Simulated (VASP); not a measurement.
# Li (I4/mmm) in VASP: notebook

Runs on Li. Level: PBE+D3(BJ). Tasks: single point.

Program: VASP 6.6.1. These are calculated values, not measurements. Logs are shortened: lines on timing, memory, paths and dates and some standing lists are left out, and cuts for length are marked.

**1. The cell of the first run**

The structure is tetragonal, space group I4/mmm (No. 139). The conventional cell has a = 3.202 Å, b = 3.202 Å, c = 4.166 Å, α = 90.00°, β = 90.00°, γ = 90.00°. Within 4.0 Å of Li (site symmetry 4/mmm) lie 12 Li at 3.08 to 3.20 Å.

**2. Single point, PBE+D3(BJ)**

Contents of INCAR:

```
SYSTEM = Li
PREC = Accurate ; ENCUT = 520
EDIFF = 1E-6 ; ISMEAR = 0
SIGMA = 0.15 ; LREAL = .FALSE.
LASPH = .TRUE. ; NELM = 80
ALGO = Normal ; ISIF = 2
LWAVE = .FALSE. ; LCHARG = .FALSE.
GGA = PE ; IVDW = 12
NBANDS = 8
```

Contents of KPOINTS:

```
Automatic mesh
0
G
  20 20 20
  0 0 0
```

Contents of POSCAR:

```
Li
1.0
    0.0000000000      2.2640605574      2.0829357128
    2.2640605574      0.0000000000      2.0829357128
    2.2640605574      2.2640605574      0.0000000000
Li
1
Direct
    0.0000000000      0.0000000000      0.0000000000
```

Potentials or basis: VASP PAW PBE potentials, release 64 (Li_sv).

Launch:

```sh
> cat potpaw_PBE.64/Li_sv/POTCAR > POTCAR
> mpirun -np 1 vasp_std > vasp.out
```

OUTCAR:

```text
SYSTEM = Li
   PREC = Accurate
   ENCUT = 520
   EDIFF = 1E-6
   ISMEAR = 0
   LREAL = .FALSE.
   LASPH = .TRUE.
   NELM = 80
   ISIF = 2
   GGA = PE
   IVDW = 12
 IVDW          = 12

 ion  position               nearest neighbor table
   1  0.000  0.000  0.000-

  LATTYP: Found a body centered tetragonal cell.
 ALAT       =     3.2018651463
 C/A-ratio  =     1.3010764774

  Lattice vectors:

 A1 = (   0.0000000000,  -2.2640605574,  -2.0829357128)
 A2 = (   0.0000000000,   2.2640605574,  -2.0829357128)
 A3 = (   2.2640605574,   0.0000000000,   2.0829357128)

Analysis of symmetry for initial positions (statically):
=====================================================================
 Subroutine PRICEL returns:
 Original cell was already a primitive cell.

 Routine SETGRP: Setting up the symmetry group for a
 body centered tetragonal supercell.

 Subroutine GETGRP returns: Found 16 space group operations
 (whereof 16 operations were pure point group operations)
 out of a pool of 16 trial point group operations.

The static configuration has the point symmetry D_4h.

Analysis of symmetry for dynamics (positions and initial velocities):
=====================================================================
 Subroutine PRICEL returns:
 Original cell was already a primitive cell.

 Routine SETGRP: Setting up the symmetry group for a
 body centered tetragonal supercell.

 Subroutine GETGRP returns: Found 16 space group operations
 (whereof 16 operations were pure point group operations)
 out of a pool of 16 trial point group operations.

The dynamic configuration has the point symmetry D_4h.

 Subroutine INISYM returns: Found 16 space group operations
 (whereof 16 operations are pure point group operations),
 and found     1 'primitive' translations

----------------------------------------------------------------------------------------

                                     Primitive cell

  volume of cell :      21.3541

  direct lattice vectors                    reciprocal lattice vectors
     0.000000000  2.264060557  2.082935713    -0.220842149  0.220842149  0.240045815
     2.264060557  0.000000000  2.082935713     0.220842149 -0.220842149  0.240045815
     2.264060557  2.264060557  0.000000000     0.220842149  0.220842149 -0.240045815

  length of vectors
     3.076457604  3.076457604  3.201865146     0.393909257  0.393909257  0.393909257

  position of ions in fractional coordinates (direct lattice)
     0.000000000  0.000000000  0.000000000

  ion indices of the primitive-cell ions
   primitive index   ion index
                 1           1

----------------------------------------------------------------------------------------

 KPOINTS: Automatic mesh

Automatic generation of k-mesh.
 Grid dimensions read from file:
 generate k-points for:   20   20   20

 Generating k-lattice:

  Cartesian coordinates                     Fractional coordinates (reciprocal lattice)
    -0.011042107  0.011042107  0.012002291     0.050000000  0.000000000  0.000000000
     0.011042107 -0.011042107  0.012002291     0.000000000  0.050000000  0.000000000
     0.011042107  0.011042107 -0.012002291     0.000000000  0.000000000  0.050000000

  Length of vectors
     0.019695463  0.019695463  0.019695463

  Shift w.r.t. Gamma in fractional coordinates (k-lattice)
     0.000000000  0.000000000  0.000000000

 Subroutine IBZKPT returns following result:
 ===========================================

 Found    641 irreducible k-points:

 Following reciprocal coordinates:
            Coordinates               Weight
  0.000000  0.000000  0.000000      1.000000
  0.050000  0.000000  0.000000      8.000000
  0.100000  0.000000  0.000000      8.000000
  0.150000  0.000000  0.000000      8.000000
  0.200000  0.000000  0.000000      8.000000
  0.250000  0.000000  0.000000      8.000000
[... 16 lines left out ...]
 -0.400000  0.050000  0.000000      8.000000
 -0.350000  0.050000  0.000000      8.000000
 [... further k-points ...]
   k-points           NKPTS =    641   k-points in BZ     NKDIM =    641   number of bands    NBANDS=      8
   number of dos      NEDOS =    301   number of ions     NIONS =      1
   total plane-waves  NPLWV =  13824
   dimension x,y,z NGX =    24 NGY =   24 NGZ =   24
   dimension x,y,z NGXF=    48 NGYF=   48 NGZF=   48
   ions per type =               1
   NGX,Y,Z   is equivalent  to a cutoff of  12.97, 12.97, 12.46 a.u.
   NGXF,Y,Z  is equivalent  to a cutoff of  25.94, 25.94, 24.92 a.u.
 SYSTEM =  Li
   PREC   = accura    normal or accurate (medium, high low for compatibility)
   ISTART =      0    job   : 0-new  1-cont  2-samecut
   ICHARG =      2    charge: 1-file 2-atom 10-const
   ISPIN  =      1    spin polarized calculation?
   LNONCOLLINEAR =      F non collinear calculations
   LSORBIT =      F    spin-orbit coupling
   LASPH  =      T    aspherical Exc in radial PAW
   ENCUT  =  520.0 eV  38.22 Ry    6.18 a.u.   5.72  5.72  5.95*2*pi/ulx,y,z
   NELM   =     80;   NELMIN=  2; NELMDL= -5     # of ELM steps
   EDIFF  = 0.1E-05   stopping-criterion for ELM
   LREAL  =      F    real-space projection
   EDIFFG = 0.1E-04   stopping-criterion for IOM
   NSW    =      0    number of steps for IOM
   IBRION =     -1    ionic relax: 0-MD 1-quasi-New 2-CG
   NFREE  =      0    steps in history (QN), initial steepest desc. (CG)
   ISIF   =      2    stress and relaxation
   ISYM   =      2    0-nonsym 1-usesym 2-fastsym
   POTIM  = 0.5000    time-step for ionic-motion
   TEBEG  =    0.0;   TEEND  =   0.0 temperature during run
   PSTRESS=    0.0 pullay stress
   NELECT =       3.0000    total number of electrons
   NUPDOWN=      -1.0000    fix difference up-down
   EMIN   =  10.00;   EMAX   =-10.00  energy-range for DOS
   EFERMI =   0.00;   METHOD = LEGACY
   ISMEAR =     0;   SIGMA  =   0.15  broadening in eV -4-tet -1-fermi 0-gaus
   EFERMI_NEDOS =   21; number of points for ismear=-14 and -15
   IALGO  =     38    algorithm
   IMIX   =      4    mixing-type and parameters
     AMIX     =   0.40;   BMIX     =  1.00
     AMIX_MAG =   1.60;   BMIX_MAG =  1.00
  volume/ion in A,a.u.               =      21.35       144.10
  Fermi-wavevector in a.u.,A,eV,Ry     =   0.851049  1.608250  9.854489  0.724285
  Thomas-Fermi vector in A             =   1.967122
   LORBIT       =      0    0 simple, 1 ext, 2 COOP (PROOUT), +10 PAW based schemes
   GGA     = PE    functional components
   LHFCALC =     F    Hartree Fock is set to
   AEXX    =    0.0000 exact exchange contribution
   IVDW    =    12    specifies the selected vdW correction
   LEPSILON=     F    determine dielectric tensor
   LRPA    =     F    only Hartree local field effects (RPA)
 non-spin polarized calculation
 Gauss-broadening in eV      SIGMA  =   0.15
  energy-cutoff  :      520.00
  volume of cell :       21.35
 maximum number of plane-waves:       588
   NGX = 11   NGY = 11   NGZ = 11

 number of electron       3.0000006 magnetization

 Free energy of the ion-electron system (eV)
  ---------------------------------------------------
  ext. energy  EPLUGINS =         0.00000000
  ---------------------------------------------------
  free energy    TOTEN  =        -1.90639226 eV

  energy without entropy =       -1.90096405  energy(sigma->0) =       -1.90367816

 E-fermi :   0.4855     XC(G=0):  -6.9187

 val. band max:        0.4837172728   @ k =   0.5000   0.0500   0.2500
 cond. band min:       0.4964600291   @ k =   0.4000   0.0000   0.4000
 fundamental gap:      0.0127427563
 Fermi energy:         0.4855494055

 k-point     1 :       0.0000    0.0000    0.0000
  band No.  band energies     occupation
      1     -46.1367      2.00000
      2      -3.0088      2.00000
      3      14.2467      0.00000
      4      14.3758      0.00000
      5      14.3759      0.00000
      6      18.1073      0.00000
      7      18.1073      0.00000
      8      18.3729      0.00000

 k-point     2 :       0.0500    0.0000    0.0000
  band No.  band energies     occupation
      1     -46.1364      2.00000
      2      -2.9650      2.00000
      3      13.8396      0.00000
      4      14.2316      0.00000
      5      14.2375      0.00000
      6      17.6254      0.00000
      7      18.2983      0.00000
      8      18.4285      0.00000

 k-point     3 :       0.1000    0.0000    0.0000
  band No.  band energies     occupation
      1     -46.1353      2.00000
      2      -2.8330      2.00000
      3      12.6533      0.00000
      4      13.9029      0.00000
      5      14.0426      0.00000
      6      17.3638      0.00000
      7      18.7038      0.00000
      8      18.8476      0.00000

 k-point     4 :       0.1500    0.0000    0.0000
  band No.  band energies     occupation
      1     -46.1337      2.00000
      2      -2.6130      2.00000
      3      11.1836      0.00000
      4      13.5008      0.00000
      5      13.8139      0.00000
      6      17.4362      0.00000
      7      18.7914      0.00000
      8      19.2074      0.00000

 k-point     5 :       0.2000    0.0000    0.0000
  band No.  band energies     occupation
      1     -46.1316      2.00000
      2      -2.3056      2.00000
      3       9.6714      0.00000
      4      13.1103      0.00000
      5      13.5915      0.00000
      6      17.6679      0.00000
      7      18.2724      0.00000
      8      18.8466      0.00000
[... 177 lines left out ...]
 k-point    22 :      -0.4500    0.0500    0.0000
  band No.  band energies     occupation
      1     -46.1220      2.00000
      2       0.4028      1.56475
      3       3.4882      0.00000
      4      11.9037      0.00000
      5      12.8875      0.00000
      6      15.7017      0.00000
      7      15.9932      0.00000
      8      19.0255      0.00000

 k-point    23 :      -0.4000    0.0500    0.0000
  band No.  band energies     occupation
      1     -46.1229      2.00000
      2      -0.1033      2.00000
      3       4.2496      0.00000
      4      12.1305      0.00000
      5      12.7918      0.00000
      6      15.7792      0.00000
      7      16.0329      0.00000
      8      19.1239      0.00000

 k-point    24 :      -0.3500    0.0500    0.0000
  band No.  band energies     occupation
      1     -46.1244      2.00000
      2      -0.6959      2.00000
      3       5.3010      0.00000
      4      12.4137      0.00000
      5      12.7277      0.00000
      6      16.0203      0.00000
      7      16.2288      0.00000
      8      19.0699      0.00000

 [... further k-points ...]

------------------------ aborting loop because EDIFF is reached ----------------------------------------

 Edisp (eV)   -0.16053

 E8    (eV) :    -0.0669

  FORCE on cell =-STRESS in cart. coord.  units (eV):
  Direction    XX          YY          ZZ          XY          YZ          ZX
  --------------------------------------------------------------------------------------
  -------------------------------------------------------------------------------------
  Total      -0.26606    -0.26606    -0.24547     0.00000     0.00000     0.00000
  in kB     -19.96243   -19.96243   -18.41767     0.00000     0.00000     0.00000
  external pressure =      -19.45 kB  Pullay stress =        0.00 kB

 VOLUME and BASIS-vectors are now :
 -----------------------------------------------------------------------------
  energy-cutoff  :      520.00
  volume of cell :       21.35
      direct lattice vectors                 reciprocal lattice vectors
     0.000000000  2.264060557  2.082935713    -0.220842149  0.220842149  0.240045815
     2.264060557  0.000000000  2.082935713     0.220842149 -0.220842149  0.240045815
     2.264060557  2.264060557  0.000000000     0.220842149  0.220842149 -0.240045815

 POSITION                                       TOTAL-FORCE (eV/Angst)
 -----------------------------------------------------------------------------------
      0.00000      0.00000      0.00000        -0.000000     -0.000000      0.000000
 -----------------------------------------------------------------------------------
    total drift:                               -0.000000      0.000000      0.000000

  FREE ENERGIE OF THE ION-ELECTRON SYSTEM (eV)
  ---------------------------------------------------
  free  energy   TOTEN  =        -2.0669212783 eV

  energy  without entropy=       -2.0614930632  energy(sigma->0) =       -2.06420717
```

Wall time 28 s (1 thread of Intel Xeon 6975P-C (Granite Rapids), shared host); peak memory 0.2 GiB.

What came out:

* Free energy: -2.0669 eV
* Dispersion energy per atom: -0.161 eV

Caveat: the cutoff is under 1.25 times the usual one of these potentials, so pressure, stress and relaxed cells hold a basis-set (Pulay) error; pairwise dispersion overbinds metals, which lowers pressure and volume.

**3. Single point, PBE+D3(BJ)**

This run uses another cell than the first one, of the same volume but with other edges.

Contents of INCAR:

```
  PREC = Accurate
  ENCUT = 520
  EDIFF = 1E-6
  ISMEAR = 0
  SIGMA = 0.15
  LREAL = F
  LASPH = T
  NELM = 100
  ALGO = Normal
  ISIF = 2
  LWAVE = F
  LCHARG = F
  GGA = PE
  IVDW = 12
  NBANDS = 8
```

Contents of KPOINTS:

```
regular mesh
0
Gamma
  20 20 20
```

Contents of POSCAR:

```
Li
1.0
    0.0000000000      2.1331419321      2.3464561254
    2.1331419321      0.0000000000      2.3464561254
    2.1331419321      2.1331419321      0.0000000000
Li
1
Direct
    0.0000000000      0.0000000000      0.0000000000
```

Potentials or basis: VASP PAW PBE potentials, release 64 (Li_sv).

Launch:

```sh
> cat potpaw_PBE.64/Li_sv/POTCAR > POTCAR
> mpirun -np 1 vasp_std > vasp.out
```

It took 24 s on 1 thread of Intel Xeon 6975P-C (Granite Rapids), shared host; peak memory 0.2 GiB.

The run converged. Its results:

```
Free energy                : -2.0654 eV
Dispersion energy per atom : -0.161 eV
```

Levels at points of the mesh, in eV from the Fermi level:
| k point | band 1 | band 2 | band 3 | band 4 | band 5 | band 6 | band 7 |
| --- | --- | --- | --- | --- | --- | --- | --- |
| (0.00, 0.00, 0.00) | -46.62 | -3.49 | 13.82 | 13.84 | 13.84 | 17.50 | 17.84 |
| (0.50, 0.00, 0.00) | -46.61 | 0.02 | 2.78 | 11.18 | 12.98 | 14.95 | 17.02 |
| (0.50, 0.50, 0.00) | -46.61 | 0.77 | 3.71 | 9.04 | 9.04 | 11.20 | 15.47 |
| (0.50, 0.00, 0.50) | -46.60 | 1.90 | 4.94 | 7.54 | 8.00 | 9.95 | 14.33 |

Caveat: the cutoff is under 1.25 times the usual one of these potentials, so pressure, stress and relaxed cells hold a basis-set (Pulay) error; pairwise dispersion overbinds metals, which lowers pressure and volume.
